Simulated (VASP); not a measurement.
# TaN (Fm-3m) in VASP: vibrations by perturbation theory with PBEsol

Aim: the vibrations by perturbation theory of TaN with PBEsol.

Program: VASP 6.6.1. These are calculated values, not measurements. Logs are shortened: lines on timing, memory, paths and dates and some standing lists are left out, and cuts for length are marked.

### Step 1. The cell of the first run

Symmetry: Fm-3m, No. 225, cubic system. The conventional cell has a = 4.288 Å, b = 4.288 Å, c = 4.288 Å, α = 90.00°, β = 90.00°, γ = 90.00°. Ta (site symmetry m-3m) has 6 N at 2.14 Å within 2.8 Å. Within 2.8 Å of N (site symmetry m-3m) lie 6 Ta at 2.14 Å.

### Step 2. Vibrations by perturbation theory, PBEsol

File INCAR:

```
SYSTEM = TaN
ALGO = Normal ; EDIFF = 1E-8
ENCUT = 520 ; GGA = PS
IBRION = 8 ; ISIF = 2
ISMEAR = -1 ; LASPH = .True.
LCHARG = .False. ; LREAL = .False.
LWAVE = .False. ; NBANDS = 15
NELM = 100 ; NSW = 1
PREC = Accurate ; SIGMA = 0.15
```

File KPOINTS:

```
k-points
0
Gamma
  16 16 16
  0 0 0
```

File POSCAR:

```
TaN
1.0
    0.0000000000      2.1440865220      2.1440865220
    2.1440865220      0.0000000000      2.1440865220
    2.1440865220      2.1440865220      0.0000000000
Ta N
1 1
Direct
    0.5000000000      0.5000000000      0.5000000000
    0.0000000000      0.0000000000      0.0000000000
```

Potentials or basis: VASP PAW PBE potentials, release 64 (Ta_pv, N).

Started as:

```console
$ cat potpaw_PBE.64/Ta_pv/POTCAR potpaw_PBE.64/N/POTCAR > POTCAR
$ mpirun -np 1 vasp_std > vasp.out
```

OUTCAR:

```text
SYSTEM = TaN
   EDIFF = 1E-8
   ENCUT = 520
   GGA = PS
   IBRION = 8
   ISIF = 2
   ISMEAR = -1
   LASPH = .True.
   LREAL = .False.
   NELM = 100
   NSW = 1
   PREC = Accurate

 ion  position               nearest neighbor table
   1  0.500  0.500  0.500-   2 2.14   2 2.14   2 2.14   2 2.14   2 2.14   2 2.14
   2  0.000  0.000  0.000-   1 2.14   1 2.14   1 2.14   1 2.14   1 2.14   1 2.14

  LATTYP: Found a face centered cubic cell.
 ALAT       =     4.2881730440

  Lattice vectors:

 A1 = (   0.0000000000,   2.1440865220,   2.1440865220)
 A2 = (   2.1440865220,   0.0000000000,   2.1440865220)
 A3 = (   2.1440865220,   2.1440865220,   0.0000000000)

Analysis of symmetry for initial positions (statically):
=====================================================================
 Subroutine PRICEL returns:
 Original cell was already a primitive cell.

 Routine SETGRP: Setting up the symmetry group for a
 face centered cubic supercell.

 Subroutine GETGRP returns: Found 48 space group operations
 (whereof 48 operations were pure point group operations)
 out of a pool of 48 trial point group operations.

The static configuration has the point symmetry O_h .

Analysis of symmetry for dynamics (positions and initial velocities):
=====================================================================
 Subroutine PRICEL returns:
 Original cell was already a primitive cell.

 Routine SETGRP: Setting up the symmetry group for a
 face centered cubic supercell.

 Subroutine GETGRP returns: Found 48 space group operations
 (whereof 48 operations were pure point group operations)
 out of a pool of 48 trial point group operations.

The dynamic configuration has the point symmetry O_h .

 Subroutine INISYM returns: Found 48 space group operations
 (whereof 48 operations are pure point group operations),
[... 593 lines left out ...]
  in kB      263.8303324    263.8303324    263.8303324     -0.0000000      0.0000000     -0.0000000
  external PRESSURE =     263.8303324 kB  Pullay stress =       0.0000000 kB

 VOLUME and BASIS-vectors are now :
 -----------------------------------------------------------------------------
  energy-cutoff  :      520.00
  volume of cell :       19.71
      direct lattice vectors                 reciprocal lattice vectors
     0.000000000  2.144086522  2.144086522    -0.233199544  0.233199544  0.233199544
     2.144086522  0.000000000  2.144086522     0.233199544 -0.233199544  0.233199544
     2.144086522  2.144086522  0.000000000     0.233199544  0.233199544 -0.233199544

 POSITION                                       TOTAL-FORCE (eV/Angst)
 -----------------------------------------------------------------------------------
      2.14409      2.14409      2.14409        -0.000000     -0.000000     -0.000000
      0.00000      0.00000      0.00000         0.000000      0.000000      0.000000
 -----------------------------------------------------------------------------------
    total drift:                                0.000000     -0.000000     -0.000000

  FREE ENERGIE OF THE ION-ELECTRON SYSTEM (eV)
  ---------------------------------------------------
  free  energy   TOTEN  =       -23.1388878854 eV

  energy  without entropy=      -23.0825099366  energy(sigma->0) =      -23.11069891

[... ionic steps 2 to 3 ...]

--------------------------------------- Ionic step        4  -------------------------------------------

------------------------ aborting loop because EDIFF is reached ----------------------------------------

[... ionic steps 5 to 6 ...]

--------------------------------------- Ionic step        7  -------------------------------------------

 Free energy of the ion-electron system (eV)
  ---------------------------------------------------
  ---------------------------------------------------
  free energy    TOTEN  =        -0.23499868 eV

  energy without entropy =       -0.23499868

------------------------ aborting loop because EDIFF is reached ----------------------------------------

 INTERNAL STRAIN TENSOR  FOR ION    2  DIRECTION 1   (eV/Angst):
 -----------------------------------------------------------------------------
     0.05235 -0.00000 -0.00000
     0.00000 -0.02461  0.00000
    -0.00000  0.00000 -0.02461

 INTERNAL STRAIN TENSOR FOR ION    2 for displacements in x,y,z  (eV/Angst):
          X           Y           Z          XY          YZ          ZX
  --------------------------------------------------------------------------------
  x     0.00000     0.00000     0.00000     0.00000     0.00000     0.00000
  y     0.00000     0.00000     0.00000     0.00000     0.00000     0.00000
  z     0.00000     0.00000     0.00000     0.00000     0.00000     0.00000

 SECOND DERIVATIVES (NOT SYMMETRIZED)
 ------------------------------------
               1X          1Y          1Z          2X          2Y          2Z
  1X   -11.519602    0.000000    0.000000   11.519602    0.000000    0.000000
  1Y     0.000000  -11.519602    0.000000    0.000000   11.519602    0.000000
  1Z     0.000000    0.000000  -11.519602    0.000000    0.000000   11.519602
  2X    11.516010    0.000000    0.000000  -11.516010    0.000000    0.000000
  2Y     0.000000   11.516010    0.000000    0.000000  -11.516010    0.000000
  2Z     0.000000    0.000000   11.516010    0.000000    0.000000  -11.516010

 Eigenvectors and eigenvalues of the dynamical matrix
 ----------------------------------------------------

   1 f  =   14.716708 THz    92.467806 2PiTHz  490.896554 cm-1    60.863388 meV
             X         Y         Z           dx          dy          dz
      2.144087  2.144087  2.144087    -0.268029    0.000000    0.000000
      0.000000  0.000000  0.000000     0.963411    0.000000    0.000000
[... 21 lines left out ...]
   6 f/i=    0.000593 THz     0.003723 2PiTHz    0.019767 cm-1     0.002451 meV
             X         Y         Z           dx          dy          dz
      2.144087  2.144087  2.144087     0.000000    0.000000    0.963411
      0.000000  0.000000  0.000000     0.000000    0.000000    0.268029

--------------------------------------------------------------------------------------------------------

 ELASTIC MODULI CONTR FROM IONIC RELAXATION (kBar)
 Direction    XX          YY          ZZ          XY          YZ          ZX
 --------------------------------------------------------------------------------
 XX           0.0000      0.0000      0.0000      0.0000      0.0000      0.0000
 YY           0.0000      0.0000      0.0000      0.0000      0.0000      0.0000
 ZZ           0.0000      0.0000      0.0000      0.0000      0.0000      0.0000
 XY           0.0000      0.0000      0.0000      0.0000      0.0000      0.0000
 YZ           0.0000      0.0000      0.0000      0.0000      0.0000      0.0000
 ZX           0.0000      0.0000      0.0000      0.0000      0.0000      0.0000
 --------------------------------------------------------------------------------
```

stdout:

```text
POSCAR found type information on POSCAR TaN
 POSCAR found :  2 types and       2 ions
 scaLAPACK will be used
 -----------------------------------------------------------------------------
|                                                                             |
|                                                                             |
|     You enforced a specific xc type in the INCAR file but a different       |
|     I HOPE YOU KNOW WHAT YOU ARE DOING!                                     |
|                                                                             |
 -----------------------------------------------------------------------------

 LDA part: xc-table for (Slater+PW92), standard interpolation
 POSCAR, INCAR and KPOINTS ok, starting setup
 FFT: planning ... GRIDC
 FFT: planning ... GRID_SOFT
 FFT: planning ... GRID
 WAVECAR not read
 entering main loop
 Linear response reoptimize wavefunctions to high precision
 Linear response DOF=           2
 Linear response progress:
 first order change of Fermi-energy   0.27436E-03
 force on displaced ion       1 direction 1 : -11.520   0.000   0.000
 Linear response progress:
 first order change of Fermi-energy  -0.69171E-04
 force on displaced ion       2 direction 1 : -11.516   0.000   0.000
 Linear response finished
```

It took 4.4 min on 1 thread of Intel Xeon Platinum 8259CL at 2.50GHz (Skylake/Cascade Lake), shared host; peak memory 0.37 GiB.

What came out:

* Highest phonon frequency at Γ: 491 cm⁻¹

Phonon frequencies in cm⁻¹ (negative: imaginary):
| q point | frequencies |
| --- | --- |
| (0.000, 0.000, 0.000) | 0 0 0 491 491 491 |

Caveat: the cell stands under pressure or tension, which shifts response properties; the PAW data sets were made with another functional, which shifts forces and pressure a little; spin-orbit coupling is left out, which moves the levels of the heavy elements.
